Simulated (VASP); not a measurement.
Ir3Ru2, 10 atoms in the cell. The structure is trigonal, space group P-3m1 (No. 164). The conventional cell has a = 2.734 Å, b = 2.734 Å, c = 21.439 Å, α = 90.00°, β = 90.00°, γ = 120.00°. Within 3.5 Å of Ru (site symmetry 3m) lie 3 Ir at 2.66 Å and 9 Ru at 2.66 to 2.73 Å. Ru (site symmetry 3m) has 9 Ru at 2.66 to 2.73 Å and 3 Ir at 2.66 Å within 3.5 Å. Ir (site symmetry 3m) has 3 Ru at 2.66 Å and 9 Ir at 2.66 to 2.73 Å within 3.5 Å. Within 3.5 Å of Ir (site symmetry 3m) lie 3 Ru at 2.66 Å and 9 Ir at 2.66 to 2.73 Å. Within 3.5 Å of Ir (site symmetry 3m) lie 12 Ir at 2.66 to 2.73 Å. 

- Program: VASP 6.6.1
- Task: single point
- Functional: PBE
- Potentials or basis: VASP PAW PBE potentials, release 64 (Ru_pv, Ir)
- Cutoff: 520 eV
- k mesh: 6 × 6 × 1
- Occupations: gaussian, width 0.1 eV
- Spin: no spin polarisation
- Dipole correction: no
- Further INCAR settings: ALGO = Normal; EDIFF = 1e-07; NBANDS = 66

Potentials or basis: VASP PAW PBE potentials, release 64 (Ru_pv, Ir).

Command:

```bash
$ cat potpaw_PBE.64/Ru_pv/POTCAR potpaw_PBE.64/Ir/POTCAR > POTCAR
$ mpirun -np 1 vasp_std > vasp.out
```

Hardware: 1 thread of Intel(R) Xeon(R) Platinum 8375C CPU @ 2.90GHz (Ice Lake), with other jobs on the host.

Estimate the wall time of this run.

Wall time 3.5 min on 1 thread of Intel(R) Xeon(R) Platinum 8375C CPU @ 2.90GHz (Ice Lake) (shared host), peak memory 0.27 GiB. Counts: scf iterations 37, k points 7.
